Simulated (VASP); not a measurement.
# Er (Fm-3m) in VASP: notebook, part 2 of 2

VASP 6.6.1. The steps go on from the part before.

### Step 3. Single point, r2SCAN, collinear spin, ferromagnetic start

This run uses another cell than the first one, of 32.73 Å³/atom, 1.067 times its volume.

The input, POSCAR:

```
Er
1.0
    0.0000000000      2.5388514315      2.5388514315
    2.5388514315      0.0000000000      2.5388514315
    2.5388514315      2.5388514315      0.0000000000
Er
1
Direct
    0.0000000000      0.0000000000      0.0000000000
```

The input, INCAR.step1:

```
SYSTEM = Er
PREC = Accurate
ENCUT = 520
ISMEAR = 0
SIGMA = 0.05
LREAL = .FALSE.
LASPH = .TRUE.
NELM = 150
ISPIN = 2
MAGMOM = 3.66
LMAXMIX = 6
NBANDS = 21
GGA = PE
ALGO = Normal
EDIFF = 1E-4
LWAVE = .TRUE.
LCHARG = .FALSE.
```

The input, INCAR.step2:

```
SYSTEM = Er
PREC = Accurate
ENCUT = 520
EDIFF = 1E-6
ISMEAR = 0
SIGMA = 0.05
LREAL = .FALSE.
LASPH = .TRUE.
NELM = 150
ALGO = Normal
ISIF = 2
LWAVE = .FALSE.
LCHARG = .FALSE.
ISPIN = 2
MAGMOM = 3.66
LORBIT = 11
LMAXMIX = 6
METAGGA = R2SCAN
LMIXTAU = .TRUE.
NBANDS = 21
ISTART = 1
```

The input, KPOINTS:

```
Automatic mesh
0
G
  14 14 14
  0 0 0
```

Potentials or basis: VASP PAW PBE potentials, release 64 (Er).

Launch:

```
> cat potpaw_PBE.64/Er/POTCAR > POTCAR
> cp INCAR.step1 INCAR
> mpirun -np 1 vasp_std > vasp.out
> cp INCAR.step2 INCAR
> mpirun -np 1 vasp_std > vasp.out
```

OUTCAR:

```text
SYSTEM = Er
   PREC = Accurate
   ENCUT = 520
   EDIFF = 1E-6
   ISMEAR = 0
   LREAL = .FALSE.
   LASPH = .TRUE.
   NELM = 150
   ISIF = 2
   ISPIN = 2
   LORBIT = 11
   METAGGA = R2SCAN
   ISTART = 1

 ion  position               nearest neighbor table
   1  0.000  0.000  0.000-

  LATTYP: Found a face centered cubic cell.
 ALAT       =     5.0777028630

  Lattice vectors:

 A1 = (   0.0000000000,   2.5388514315,   2.5388514315)
 A2 = (   2.5388514315,   0.0000000000,   2.5388514315)
 A3 = (   2.5388514315,   2.5388514315,   0.0000000000)

Analysis of symmetry for initial positions (statically):
=====================================================================
 Subroutine PRICEL returns:
 Original cell was already a primitive cell.

 Routine SETGRP: Setting up the symmetry group for a
 face centered cubic supercell.

 Subroutine GETGRP returns: Found 48 space group operations
 (whereof 48 operations were pure point group operations)
 out of a pool of 48 trial point group operations.

The static configuration has the point symmetry O_h .

Analysis of symmetry for dynamics (positions and initial velocities):
=====================================================================
 Subroutine PRICEL returns:
 Original cell was already a primitive cell.

 Routine SETGRP: Setting up the symmetry group for a
 face centered cubic supercell.

 Subroutine GETGRP returns: Found 48 space group operations
 (whereof 48 operations were pure point group operations)
 out of a pool of 48 trial point group operations.

The dynamic configuration has the point symmetry O_h .

Analysis of structural, dynamic, and magnetic symmetry:
=====================================================================
 Subroutine PRICEL returns:
 Original cell was already a primitive cell.

 Routine SETGRP: Setting up the symmetry group for a
 face centered cubic supercell.

 Subroutine GETGRP returns: Found 48 space group operations
 (whereof 48 operations were pure point group operations)
 out of a pool of 48 trial point group operations.

The overall configuration has the point symmetry O_h .

 Subroutine INISYM returns: Found 48 space group operations
 (whereof 48 operations are pure point group operations),
 and found     1 'primitive' translations

----------------------------------------------------------------------------------------

                                     Primitive cell

  volume of cell :      32.7297

  direct lattice vectors                    reciprocal lattice vectors
     0.000000000  2.538851431  2.538851431    -0.196939448  0.196939448  0.196939448
     2.538851431  0.000000000  2.538851431     0.196939448 -0.196939448  0.196939448
     2.538851431  2.538851431  0.000000000     0.196939448  0.196939448 -0.196939448

  length of vectors
     3.590478127  3.590478127  3.590478127     0.341109130  0.341109130  0.341109130

  position of ions in fractional coordinates (direct lattice)
     0.000000000  0.000000000  0.000000000

  ion indices of the primitive-cell ions
   primitive index   ion index
                 1           1

----------------------------------------------------------------------------------------

 KPOINTS: Automatic mesh

Automatic generation of k-mesh.
 Grid dimensions read from file:
[... 52 lines left out ...]
   ions per type =               1
   NGX,Y,Z   is equivalent  to a cutoff of  12.96, 12.96, 12.96 a.u.
   NGXF,Y,Z  is equivalent  to a cutoff of  25.93, 25.93, 25.93 a.u.
 SYSTEM =  Er
   PREC   = accura    normal or accurate (medium, high low for compatibility)
   ISTART =      1    job   : 0-new  1-cont  2-samecut
   ICHARG =      0    charge: 1-file 2-atom 10-const
   ISPIN  =      2    spin polarized calculation?
   LNONCOLLINEAR =      F non collinear calculations
   LSORBIT =      F    spin-orbit coupling
   LASPH  =      T    aspherical Exc in radial PAW
   ENCUT  =  520.0 eV  38.22 Ry    6.18 a.u.   6.68  6.68  6.68*2*pi/ulx,y,z
   NELM   =    150;   NELMIN=  2; NELMDL=  0     # of ELM steps
   EDIFF  = 0.1E-05   stopping-criterion for ELM
   LREAL  =      F    real-space projection
   EDIFFG = 0.1E-04   stopping-criterion for IOM
   NSW    =      0    number of steps for IOM
   IBRION =     -1    ionic relax: 0-MD 1-quasi-New 2-CG
   NFREE  =      0    steps in history (QN), initial steepest desc. (CG)
   ISIF   =      2    stress and relaxation
   ISYM   =      2    0-nonsym 1-usesym 2-fastsym
   POTIM  = 0.5000    time-step for ionic-motion
   TEBEG  =    0.0;   TEEND  =   0.0 temperature during run
   PSTRESS=    0.0 pullay stress
   NELECT =      22.0000    total number of electrons
   NUPDOWN=      -1.0000    fix difference up-down
   EMIN   =  10.00;   EMAX   =-10.00  energy-range for DOS
   EFERMI =   0.00;   METHOD = LEGACY
   ISMEAR =     0;   SIGMA  =   0.05  broadening in eV -4-tet -1-fermi 0-gaus
   EFERMI_NEDOS =   21; number of points for ismear=-14 and -15
   IALGO  =     38    algorithm
   IMIX   =      4    mixing-type and parameters
     AMIX     =   0.40;   BMIX     =  1.00
     AMIX_MAG =   1.60;   BMIX_MAG =  1.00
  volume/ion in A,a.u.               =      32.73       220.87
  Fermi-wavevector in a.u.,A,eV,Ry     =   1.434064  2.709987 27.980907  2.056539
  Thomas-Fermi vector in A             =   2.553513
   LORBIT       =     11    0 simple, 1 ext, 2 COOP (PROOUT), +10 PAW based schemes
   METAGGA = R2SCAN    functional components
   LHFCALC =     F    Hartree Fock is set to
   AEXX    =    0.0000 exact exchange contribution
   IVDW    =     0    specifies the selected vdW correction
   LEPSILON=     F    determine dielectric tensor
   LRPA    =     F    only Hartree local field effects (RPA)
 spin polarized calculation
 Gauss-broadening in eV      SIGMA  =   0.05
  energy-cutoff  :      520.00
  volume of cell :       32.73
 maximum number of plane-waves:       903
   NGX = 13   NGY = 13   NGZ = 13

 number of electron      22.0000010 magnetization       3.0101902

 Free energy of the ion-electron system (eV)
  ---------------------------------------------------
  ext. energy  EPLUGINS =         0.00000000
  ---------------------------------------------------
  free energy    TOTEN  =       -35.68997758 eV

  energy without entropy =      -35.67098306  energy(sigma->0) =      -35.68048032

 E-fermi :   2.2948     XC(G=0): -10.6310

 val. band max:        2.2942611941   @ k =  -0.2857   0.3571   0.1429
 cond. band min:       2.2953138854   @ k =   0.2857   0.2143   0.0000
 fundamental gap:      0.0010526913
 Fermi energy:         2.2947650765

 spin component 1

 k-point     1 :       0.0000    0.0000    0.0000
  band No.  band energies     occupation
      1     -49.5698      1.00000
      2     -22.6416      1.00000
      3     -22.6415      1.00000
      4     -22.6414      1.00000
      5      -3.4809      1.00000
      6      -2.1571      1.00000
[... 565 lines left out ...]
     20      16.4800      0.00000
     21      16.6995      0.00000

 [... further k-points ...]

 spin component 2

 k-point     1 :       0.0000    0.0000    0.0000
  band No.  band energies     occupation
      1     -48.0416      1.00000
      2     -21.5524      1.00000
      3     -21.5515      1.00000
      4     -21.5515      1.00000
      5      -2.8612      1.00000
      6       0.3490      1.00000
[... 565 lines left out ...]
     20      16.8537      0.00000
     21      17.3706      0.00000

 [... further k-points ...]

------------------------ aborting loop because EDIFF is reached ----------------------------------------

  FORCE on cell =-STRESS in cart. coord.  units (eV):
  Direction    XX          YY          ZZ          XY          YZ          ZX
  --------------------------------------------------------------------------------------
  -------------------------------------------------------------------------------------
  Total        0.0274919      0.0274919      0.0274919     -0.0000000      0.0000000     -0.0000000
  in kB        1.3457772      1.3457772      1.3457772     -0.0000000      0.0000000     -0.0000000
  external PRESSURE =       1.3457772 kB  Pullay stress =       0.0000000 kB

 VOLUME and BASIS-vectors are now :
 -----------------------------------------------------------------------------
  energy-cutoff  :      520.00
  volume of cell :       32.73
      direct lattice vectors                 reciprocal lattice vectors
     0.000000000  2.538851431  2.538851431    -0.196939448  0.196939448  0.196939448
     2.538851431  0.000000000  2.538851431     0.196939448 -0.196939448  0.196939448
     2.538851431  2.538851431  0.000000000     0.196939448  0.196939448 -0.196939448

 POSITION                                       TOTAL-FORCE (eV/Angst)
 -----------------------------------------------------------------------------------
      0.00000      0.00000      0.00000         0.000000     -0.000000      0.000000
 -----------------------------------------------------------------------------------
    total drift:                               -0.000000     -0.000000     -0.000000

  FREE ENERGIE OF THE ION-ELECTRON SYSTEM (eV)
  ---------------------------------------------------
  free  energy   TOTEN  =       -35.6899775825 eV

  energy  without entropy=      -35.6709830565  energy(sigma->0) =      -35.68048032

 total charge

# of ion       s       p       d       f       tot
--------------------------------------------------
    1        2.130   5.742   0.386  11.238  19.496

 magnetization (x)

# of ion       s       p       d       f       tot
--------------------------------------------------
    1        0.005  -0.014   0.113   2.609   2.713
```

Wall time 21 min (1 thread of Intel Xeon Platinum 8259CL at 2.50GHz (Skylake/Cascade Lake), shared host); peak memory 0.28 GiB.

What came out:

```yaml
Free_energy: -35.6900 eV
Pressure: 0.1 GPa
Net_moment: 3.01 μB per cell
Site_moments: Er +2.71 μB
Valence_electrons_inside_the_program's_atomic_spheres: Er 19.50
```

Levels at points of the mesh, in eV from the Fermi level:
Spin up:
| k point | band 9 | band 10 | band 11 | band 12 | band 13 | band 14 | band 15 | band 16 |
| --- | --- | --- | --- | --- | --- | --- | --- | --- |
| (0.00, 0.00, 0.00) | -3.78 | -3.00 | -3.00 | -3.00 | 2.34 | 2.34 | 2.34 | 4.82 |
| (0.50, 0.00, 0.00) | -3.10 | -3.10 | -3.00 | -2.48 | 0.28 | 2.20 | 2.20 | 6.42 |
| (0.50, 0.50, 0.00) | -3.10 | -3.09 | -3.09 | -1.73 | -0.91 | 1.69 | 6.53 | 6.85 |
Spin down:
```csv
k point,band 7,band 8,band 9,band 10,band 11,band 12
"(0.00, 0.00, 0.00)",-1.94,-1.94,-0.05,-0.05,-0.05,1.07
"(0.50, 0.00, 0.00)",-1.94,-1.64,-0.19,0.06,0.06,0.72
"(0.50, 0.50, 0.00)",-2.04,-1.69,-0.03,0.01,0.05,0.05
```

Caveat: the magnetic or orbital state may not be the lowest; the PAW data sets were made with another functional, which shifts forces and pressure a little; spin-orbit coupling is left out, which moves the levels of the heavy elements. The state reached can hang on the start; a lower one may exist.
